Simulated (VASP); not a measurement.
Crystal: Al.

```
Al
1.0
     1.40985   -2.53486    0.00000
     1.40985    2.53486    0.00000
     0.00000    0.00000    4.65792
Al
2
Direct
  0.66557 0.33443 0.75000
  0.33443 0.66557 0.25000
```

| Item | Value |
| --- | --- |
| Program | VASP 6.6.1 |
| Task | relaxation of cell and atoms |
| Functional | PBE |
| Potentials or basis | VASP PAW PBE potentials, release 64 (Al) |
| Cutoff | 600 eV |
| k mesh | 22 × 22 × 12 |
| Occupations | gaussian, width 0.1 eV |
| Spin | no spin polarisation |

At the start: pressure 0.0 GPa; volume 16.65 Å³/atom.

Q: Where does the relaxation end?

A: Over 9 steps the energy falls by 2.7 meV/atom; space group Cmcm (No. 63, to 0.1 Å) before, P6_3/mmc (No. 194, to 0.1 Å).

Step by step:
```csv
step,energy change (eV),largest force (eV/Å),pressure (GPa),volume (Å³)
1,0.0000,0.0034,0.02,33.29
2,-0.0027,0.0069,-0.04,33.30
3,-0.0051,0.0085,-0.09,33.32
4,0.0023,0.0081,0.12,33.31
5,-0.0052,0.0087,-0.08,33.32
6,-0.0052,0.0087,-0.09,33.32
7,-0.0054,0.0079,0.04,33.26
8,-0.0054,0.0077,0.08,33.24
9,-0.0054,0.0065,-0.04,33.29
```

Final structure:
```
Al
1.0
     1.42575   -2.46900    0.00000
     1.42575    2.46900    0.00000
     0.00000    0.00000    4.72859
Al
2
Cartesian
  1.4258 -0.8196 3.5464
  1.4258 0.8196 1.1821
```
